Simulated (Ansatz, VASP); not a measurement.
# CaO in VASP and in Ansatz

File INCAR:

```
SYSTEM = CaO
  ALGO = Normal
  EDIFF = 1E-6
  ENCUT = 520
  GGA = PE
  ISIF = 2
  ISMEAR = -1
  LASPH = .TRUE.
  LCHARG = .TRUE.
  LELF = .TRUE.
  LREAL = .FALSE.
  LVHAR = .TRUE.
  LWAVE = .FALSE.
  NBANDS = 15
  NELM = 80
  PREC = Accurate
  SIGMA = 0.05
```

KPOINTS

```
k-points
0
G
  12 12 12
  0 0 0
```

File POSCAR:

```
CaO
1.0
    0.0000000000      2.3663800312      2.3663800312
    2.3663800312      0.0000000000      2.3663800312
    2.3663800312      2.3663800312      0.0000000000
Ca O
1 1
Direct
    0.0000000000      0.0000000000      0.0000000000
    0.5000000000      0.5000000000      0.5000000000
```

Input for Ansatz:

```yaml
crystal:
  lattice:
    - [0.0, 2.3663800312, 2.3663800312]
    - [2.3663800312, 0.0, 2.3663800312]
    - [2.3663800312, 2.3663800312, 0.0]
  atoms:
    - { symbol: Ca, position: [0.0, 0.0, 0.0] }
    - { symbol: O, position: [0.5, 0.5, 0.5] }
kpoints:
  mp_grid: { grid: [12, 12, 12] }
scf:
  occupations: { method: fermi_dirac, width: 0.05 }
hamiltonian:
  xc: pbe
  pseudopotentials: { kind: all_electron, lapw: { basis_error: 0.0005 } }
output:
  forces: true
  stress: true
  eigenvalues: true
```

Change from the starting cell: volume scaled by 0.9405.

Alike in both runs: task single point; functional PBE; k mesh 12 × 12 × 12; occupations fermi-dirac, width 0.05 eV; no spin polarisation.

|  | VASP | Ansatz |
| --- | --- | --- |
| version | VASP 6.6.1 | Ansatz 0.2.0 |
| potentials or method | VASP PAW PBE potentials, release 64 (Ca_sv, O), cutoff 520 eV | all-electron LAPW, scalar-relativistic |

|  | VASP | Ansatz | Ansatz less VASP |
| --- | --- | --- | --- |
| gap on the k mesh at the Fermi level (eV) | 3.62 | 3.63 | +0.018 |
| pressure (GPa) | 8.1 | 7.4 | -0.72 |

Ansatz ran all-electron here, and VASP with PAW potentials.
